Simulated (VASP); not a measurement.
A run of VASP 6.6.1:

Contents of INCAR:

```
ALGO = Normal
EDIFF = 1E-6
ENCUT = 500
GGA = PE
GGA_COMPAT = False
ISIF = 2
ISMEAR = 0
IVDW = 12
LASPH = True
LCHARG = False
LREAL = False
LWAVE = False
NBANDS = 15
NELM = 120
PREC = Accurate
SIGMA = 0.1
```

The input KPOINTS:

```
k-points
0
Gamma
  6 6 6
```

Contents of POSCAR:

```
RbCl
1.0
    0.0000000000      3.3087073290      3.3087073290
    3.3087073290      0.0000000000      3.3087073290
    3.3087073290      3.3087073290      0.0000000000
Rb Cl
1 1
Direct
    0.0000000000      0.0000000000      0.0000000000
    0.5000000000      0.5000000000      0.5000000000
```

Potentials or basis: VASP PAW PBE potentials, release 64 (Rb_sv, Cl).

Run with:

```bash
$ cat potpaw_PBE.64/Rb_sv/POTCAR potpaw_PBE.64/Cl/POTCAR > POTCAR
$ mpirun -np 1 vasp_std > vasp.out
```

Hardware: 1 thread of Intel(R) Xeon(R) 6975P-C (Granite Rapids) (shared host).

Task: Estimate the wall time of this run.

Result: It took 9.1 s on 1 thread of Intel(R) Xeon(R) 6975P-C (Granite Rapids), with other jobs on the host, peak memory 0.21 GiB. Counts: scf iterations 13, k points 16.
